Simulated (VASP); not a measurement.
The system is Ge.

```xyz
2
Lattice="0.0000 2.8289 2.8289 2.8289 0.0000 2.8289 2.8289 2.8289 0.0000" Properties=species:S:1:pos:R:3 pbc="T T T"
Ge    4.2434    4.2434    4.2434
Ge    2.8289    2.8289    2.8289
```

| Property | Result |
| --- | --- |
| Program | VASP 6.6.1 |
| Task | relaxation of cell and atoms |
| Functional | revPBE |
| Potentials or basis | VASP PAW PBE potentials, release 64 (Ge_d) |
| Cutoff | 600 eV |
| k mesh | 8 × 8 × 8 |
| Occupations | fermi-dirac, width 0.05 eV |
| Spin | no spin polarisation |

At the start: pressure 4.8 GPa; volume 22.64 Å³/atom.

Problem. Where does the relaxation end?

Solution. Over 3 steps the energy falls by 24.9 meV/atom and the volume is 24.39 Å³/atom (+7.7 %); space group Fd-3m (No. 227, to 0.05 Å).

Step by step:
```tsv
step	energy change (eV)	largest force (eV/Å)	pressure (GPa)	volume (Å³)
1	0.0000	0.0000	4.79	45.28
2	-0.0457	0.0000	-1.23	49.86
3	-0.0497	0.0000	0.03	48.77
```

Final structure:
```
Ge
1.0
     0.00000    2.89990    2.89990
     2.89990    0.00000    2.89990
     2.89990    2.89990    0.00000
Ge
2
Direct
  0.75000 0.75000 0.75000
  0.50000 0.50000 0.50000
```

The cell as given is a measured one (22.64 Å³/atom); revPBE puts the equilibrium volume +7.7 % from it, thermal expansion not counted.

Caveat: the PAW data sets were made with another functional, which shifts forces and pressure a little.
